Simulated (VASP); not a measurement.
Wanted: the native input for a VASP 6.6.1 run.

```
Task                   : single point
Functional             : PBE
Potentials or basis    : VASP PAW PBE potentials, release 64 (Co, O)
Cutoff                 : 520 eV
k mesh                 : 7 × 4 × 7
Occupations            : gaussian, width 0.05 eV
Spin                   : collinear spin, antiferromagnetic start
Starting moments       : [2.0, -2.0, 0.0, 0.0] μB
Dipole correction      : no
Further INCAR settings : ALGO = Normal; EDIFF = 1e-07; NBANDS = 27
```

The structure of CoO lies in POSCAR:

```
CoO
1.0
    1.4281496200      2.4736276900      0.0000000000
   -4.2844488400      2.4736276900      0.0000000000
    0.0000000000      0.0000000000      2.7876065300
Co O
2 2
Direct
    0.0000000000      0.0000000000      0.0000000000
    0.5000000000      0.5000000000      0.0000000000
    0.5000000000      0.8333333333      0.5000000000
    0.0000000000      0.3333333333      0.5000000000
```

The input as run:

INCAR

```
PREC = Accurate
ENCUT = 520
EDIFF = 1E-7
ISMEAR = 0
SIGMA = 0.05
LREAL = F
LASPH = T
NELM = 150
ALGO = Normal
ISIF = 2
LWAVE = F
LCHARG = T
ISPIN = 2
MAGMOM = 2 -2 0 0
LORBIT = 11
LMAXMIX = 4
GGA = PE
LELF = T
LVHAR = T
NBANDS = 27
```

KPOINTS

```
Automatic mesh
0
Gamma
  7 4 7
```

Potentials or basis: VASP PAW PBE potentials, release 64 (Co, O).

Launch:

```sh
$ cat potpaw_PBE.64/Co/POTCAR potpaw_PBE.64/O/POTCAR > POTCAR
$ mpirun -np 1 vasp_std > vasp.out
```

Results of the run:

```json
{"Pressure": "-8.4 GPa", "Largest force": "0.050 eV/Å", "Band gap on the k mesh": "zero (filled and empty bands overlap)", "Net moment": "0.00 μB per cell", "Site moments": "Co +2.35, -2.35; O +0.13, -0.13 μB", "Valence electrons inside the program's atomic spheres": "Co 7.79; O 4.94"}
```

Caveat: the cell stands under tension; semilocal functionals often make such compounds metallic where correlation or magnetic order opens a gap, which also shifts bond lengths.

Wall time 100 s on 1 thread of Intel(R) Xeon(R) Platinum 8375C CPU @ 2.90GHz (Ice Lake) (shared host), peak memory 0.22 GiB.
